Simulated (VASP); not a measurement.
# MgO (zincblende type) (F-43m) in VASP: a series of runs, part 2 of 2

VASP 6.6.1. The steps go on from the part before.

## Step 4: Single point, PBE

This run uses another cell than the first one, of 12.26 Å³/atom.

Input file POSCAR:

```
MgO
1.0
    0.0000000000      2.3058942152      2.3058942152
    2.3058942152      0.0000000000      2.3058942152
    2.3058942152      2.3058942152      0.0000000000
Mg O
1 1
Direct
    0.0000000000      0.0000000000      0.0000000000
    0.2500000000      0.2500000000      0.2500000000
```

Input file INCAR.step1:

```
SYSTEM = MgO
  ALGO = Normal
  EDIFF = 1E-6
  ENCUT = 520
  GGA = PE
  ISIF = 2
  ISMEAR = -1
  LASPH = .True.
  LCHARG = .True.
  LREAL = .False.
  LWAVE = .False.
  NBANDS = 11
  NELM = 80
  PREC = Accurate
  SIGMA = 0.08
```

Input file KPOINTS.step1:

```
k-points
0
Gamma
  13 13 13
  0 0 0
```

Input file INCAR.step2:

```
SYSTEM = MgO
  ALGO = Normal
  EDIFF = 1E-6
  ENCUT = 520
  GGA = PE
  ICHARG = 11
  ISIF = 2
  ISMEAR = -5
  LASPH = .True.
  LCHARG = .False.
  LORBIT = 11
  LREAL = .False.
  LWAVE = .False.
  NBANDS = 11
  NEDOS = 2001
  NELM = 80
  PREC = Accurate
  SIGMA = 0.08
```

Input file KPOINTS.step2:

```
k-points
0
Gamma
  20 20 20
  0 0 0
```

Potentials or basis: VASP PAW PBE potentials, release 64 (Mg, O).

Started as:

```
cat potpaw_PBE.64/Mg/POTCAR potpaw_PBE.64/O/POTCAR > POTCAR
cp INCAR.step1 INCAR
cp KPOINTS.step1 KPOINTS
mpirun -np 1 vasp_std > vasp.out
cp INCAR.step2 INCAR
cp KPOINTS.step2 KPOINTS
mpirun -np 1 vasp_std > vasp.out
```

OUTCAR:

```text
SYSTEM = MgO
   EDIFF = 1E-6
   ENCUT = 520
   GGA = PE
   ICHARG = 11
   ISIF = 2
   ISMEAR = -5
   LASPH = .True.
   LORBIT = 11
   LREAL = .False.
   NELM = 80
   PREC = Accurate

 ion  position               nearest neighbor table
   1  0.000  0.000  0.000-   2 2.00   2 2.00   2 2.00   2 2.00
   2  0.250  0.250  0.250-   1 2.00   1 2.00   1 2.00   1 2.00

  LATTYP: Found a face centered cubic cell.
 ALAT       =     4.6117884304

  Lattice vectors:

 A1 = (   0.0000000000,   2.3058942152,   2.3058942152)
 A2 = (   2.3058942152,   0.0000000000,   2.3058942152)
 A3 = (   2.3058942152,   2.3058942152,   0.0000000000)

Analysis of symmetry for initial positions (statically):
=====================================================================
 Subroutine PRICEL returns:
 Original cell was already a primitive cell.

 Routine SETGRP: Setting up the symmetry group for a
 face centered cubic supercell.

 Subroutine GETGRP returns: Found 24 space group operations
 (whereof 24 operations were pure point group operations)
 out of a pool of 48 trial point group operations.

The static configuration has the point symmetry T_d .

Analysis of symmetry for dynamics (positions and initial velocities):
=====================================================================
 Subroutine PRICEL returns:
 Original cell was already a primitive cell.

 Routine SETGRP: Setting up the symmetry group for a
 face centered cubic supercell.

 Subroutine GETGRP returns: Found 24 space group operations
 (whereof 24 operations were pure point group operations)
 out of a pool of 48 trial point group operations.

The dynamic configuration has the point symmetry T_d .

 Subroutine INISYM returns: Found 24 space group operations
 (whereof 24 operations are pure point group operations),
 and found     1 'primitive' translations

----------------------------------------------------------------------------------------

                                     Primitive cell

  volume of cell :      24.5216

  direct lattice vectors                    reciprocal lattice vectors
     0.000000000  2.305894215  2.305894215    -0.216835619  0.216835619  0.216835619
     2.305894215  0.000000000  2.305894215     0.216835619 -0.216835619  0.216835619
     2.305894215  2.305894215  0.000000000     0.216835619  0.216835619 -0.216835619

  length of vectors
     3.261026873  3.261026873  3.261026873     0.375570309  0.375570309  0.375570309

  position of ions in fractional coordinates (direct lattice)
     0.000000000  0.000000000  0.000000000
     0.250000000  0.250000000  0.250000000

  ion indices of the primitive-cell ions
   primitive index   ion index
                 1           1
                 2           2

----------------------------------------------------------------------------------------

 KPOINTS: k-points

Automatic generation of k-mesh.
 Grid dimensions read from file:
 generate k-points for:   20   20   20

 Generating k-lattice:

  Cartesian coordinates                     Fractional coordinates (reciprocal lattice)
    -0.010841781  0.010841781  0.010841781     0.050000000  0.000000000  0.000000000
     0.010841781 -0.010841781  0.010841781     0.000000000  0.050000000  0.000000000
[... 48 lines left out ...]
   NGX,Y,Z   is equivalent  to a cutoff of  12.24, 12.24, 12.24 a.u.
   NGXF,Y,Z  is equivalent  to a cutoff of  24.47, 24.47, 24.47 a.u.
 SYSTEM =  MgO
   PREC   = accura    normal or accurate (medium, high low for compatibility)
   ISTART =      0    job   : 0-new  1-cont  2-samecut
   ICHARG =     11    charge: 1-file 2-atom 10-const
   ISPIN  =      1    spin polarized calculation?
   LNONCOLLINEAR =      F non collinear calculations
   LSORBIT =      F    spin-orbit coupling
   LASPH  =      T    aspherical Exc in radial PAW
   ENCUT  =  520.0 eV  38.22 Ry    6.18 a.u.   6.06  6.06  6.06*2*pi/ulx,y,z
   NELM   =     80;   NELMIN=  2; NELMDL=  0     # of ELM steps
   EDIFF  = 0.1E-05   stopping-criterion for ELM
   LREAL  =      F    real-space projection
   EDIFFG = 0.1E-04   stopping-criterion for IOM
   NSW    =      0    number of steps for IOM
   IBRION =     -1    ionic relax: 0-MD 1-quasi-New 2-CG
   NFREE  =      0    steps in history (QN), initial steepest desc. (CG)
   ISIF   =      2    stress and relaxation
   ISYM   =      2    0-nonsym 1-usesym 2-fastsym
   POTIM  = 0.5000    time-step for ionic-motion
   TEBEG  =    0.0;   TEEND  =   0.0 temperature during run
   PSTRESS=    0.0 pullay stress
   NELECT =       8.0000    total number of electrons
   NUPDOWN=      -1.0000    fix difference up-down
   EMIN   =  10.00;   EMAX   =-10.00  energy-range for DOS
   EFERMI =   0.00;   METHOD = LEGACY
   ISMEAR =    -5;   SIGMA  =   0.08  broadening in eV -4-tet -1-fermi 0-gaus
   EFERMI_NEDOS =   21; number of points for ismear=-14 and -15
   IALGO  =     38    algorithm
   IMIX   =      4    mixing-type and parameters
     AMIX     =   0.40;   BMIX     =  1.00
     AMIX_MAG =   1.60;   BMIX_MAG =  1.00
  volume/ion in A,a.u.               =      12.26        82.74
  Fermi-wavevector in a.u.,A,eV,Ry     =   1.126995  2.129712 17.281011  1.270118
  Thomas-Fermi vector in A             =   2.263680
   LORBIT       =     11    0 simple, 1 ext, 2 COOP (PROOUT), +10 PAW based schemes
   GGA     = PE    functional components
   LHFCALC =     F    Hartree Fock is set to
   AEXX    =    0.0000 exact exchange contribution
   IVDW    =     0    specifies the selected vdW correction
   LEPSILON=     F    determine dielectric tensor
   LRPA    =     F    only Hartree local field effects (RPA)
 non-spin polarized calculation
 Fermi weights with tetrahedron method with Bloechl corrections
  energy-cutoff  :      520.00
  volume of cell :       24.52
 maximum number of plane-waves:       684

 number of electron       8.0000001 magnetization

 Free energy of the ion-electron system (eV)
  ---------------------------------------------------
  ext. energy  EPLUGINS =         0.00000000
  ---------------------------------------------------
  free energy    TOTEN  =       -11.70119655 eV

  energy without entropy =      -11.70119655  energy(sigma->0) =      -11.70119655

 E-fermi :   0.6351     XC(G=0):  -9.5872

 val. band max:        0.6291068033   @ k =  -0.0500   0.0500   0.0000
 cond. band min:       4.0958471127   @ k =   0.0000   0.0000   0.0000
 fundamental gap:      3.4667403094
 Fermi energy:         0.6351326615

 k-point     1 :       0.0000    0.0000    0.0000
  band No.  band energies     occupation
      1     -15.1829      2.00000
      2       0.6289      2.00000
      3       0.6289      2.00000
      4       0.6289      2.00000
      5       4.0958      0.00000
      6      17.1019      0.00000
      7      17.1019      0.00000
      8      17.1019      0.00000
      9      20.6542      0.00000
     10      20.6567      0.00000
     11      20.6870      0.00000
[... 309 lines left out ...]
 k-point    24 :      -0.3500    0.0500    0.0000
  band No.  band energies     occupation
      1     -14.6609      2.00000
      2      -1.9567      2.00000
      3       0.3926      2.00000
      4       0.4950      2.00000
      5       7.9285      0.00000
      6      11.5993      0.00000
      7      15.1858      0.00000
      8      15.3694      0.00000
      9      19.9108      0.00000
     10      20.4692      0.00000
     11      21.2591      0.00000

 [... further k-points ...]

------------------------ aborting loop because EDIFF is reached ----------------------------------------

  FORCE on cell =-STRESS in cart. coord.  units (eV):
  Direction    XX          YY          ZZ          XY          YZ          ZX
  --------------------------------------------------------------------------------------
  -------------------------------------------------------------------------------------
  Total       -0.0534970     -0.0534970     -0.0534970     -0.0000000     -0.0000000      0.0000000
  in kB       -3.4953592     -3.4953592     -3.4953592     -0.0000000     -0.0000000      0.0000000
  external PRESSURE =      -3.4953592 kB  Pullay stress =       0.0000000 kB

 VOLUME and BASIS-vectors are now :
 -----------------------------------------------------------------------------
  energy-cutoff  :      520.00
  volume of cell :       24.52
      direct lattice vectors                 reciprocal lattice vectors
     0.000000000  2.305894215  2.305894215    -0.216835619  0.216835619  0.216835619
     2.305894215  0.000000000  2.305894215     0.216835619 -0.216835619  0.216835619
     2.305894215  2.305894215  0.000000000     0.216835619  0.216835619 -0.216835619

 POSITION                                       TOTAL-FORCE (eV/Angst)
 -----------------------------------------------------------------------------------
      0.00000      0.00000      0.00000         0.000000      0.000000      0.000000
      1.15295      1.15295      1.15295        -0.000000     -0.000000     -0.000000
 -----------------------------------------------------------------------------------
    total drift:                               -0.000000     -0.000000     -0.000000

  FREE ENERGIE OF THE ION-ELECTRON SYSTEM (eV)
  ---------------------------------------------------
  free  energy   TOTEN  =       -11.7011965483 eV

  energy  without entropy=      -11.7011965483  energy(sigma->0) =      -11.70119655

 total charge

# of ion       s       p       d       tot
------------------------------------------
    1        0.165   0.182   0.074   0.421
    2        1.545   3.531   0.000   5.076
--------------------------------------------------
tot          1.709   3.713   0.074   5.497
```

Run time: 30 s. Hardware: 1 thread of Intel Xeon Platinum 8259CL at 2.50GHz (Skylake/Cascade Lake), shared host; peak memory 0.19 GiB.

Results:

- Valence electrons inside the program's atomic spheres: Mg 0.42; O 5.08

Levels at points of the mesh, in eV from the valence-band top:
```csv
k point,band 1,band 2,band 3,band 4,band 5,band 6,band 7,band 8,band 9
"(0.00, 0.00, 0.00)",-15.81,0.00,0.00,0.00,3.47,16.47,16.47,16.47,20.03
"(0.50, 0.00, 0.00)",-15.19,-2.96,-0.18,-0.18,8.57,9.45,14.39,14.39,19.25
"(0.50, 0.50, 0.00)",-15.00,-2.44,-0.73,-0.73,6.18,11.39,13.67,16.30,16.30
```
